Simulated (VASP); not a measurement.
A run of VASP 6.6.1 is set up as follows.

File INCAR:

```
PREC = Accurate
ENCUT = 520
EDIFF = 1E-6
ISMEAR = 0
SIGMA = 0.15
LREAL = F
LASPH = T
NELM = 80
ALGO = Normal
ISIF = 2
LWAVE = F
LCHARG = F
GGA = PE
NBANDS = 12
```

Contents of KPOINTS:

```
regular mesh
0
Gamma
  20 20 20
```

Contents of POSCAR:

```
Ag
1.0
    0.0000000000      2.0737465000      2.1043930000
    2.0737465000      0.0000000000      2.1043930000
    2.0737465000      2.0737465000      0.0000000000
Ag
1
Direct
    0.0000000000      0.0000000000      0.0000000000
```

Potentials or basis: VASP PAW PBE potentials, release 64 (Ag).

Command:

```console
$ cat potpaw_PBE.64/Ag/POTCAR > POTCAR
$ mpirun -np 1 vasp_std > vasp.out
```

Problem. What does it give for the band gap on the k mesh?

Solution. Zero (an odd number of electrons rules out a gap without spin polarisation).

Problem. Predict the pressure.

Solution. -1.4 GPa.

Stress tensor (GPa, compression positive):
```
-1.22  0.00  0.00
 0.00 -1.22  0.00
 0.00  0.00 -1.72
```

Caveat: the cell differs from its parent crystal (strain +0.015 along x and y, +0.030 along z).
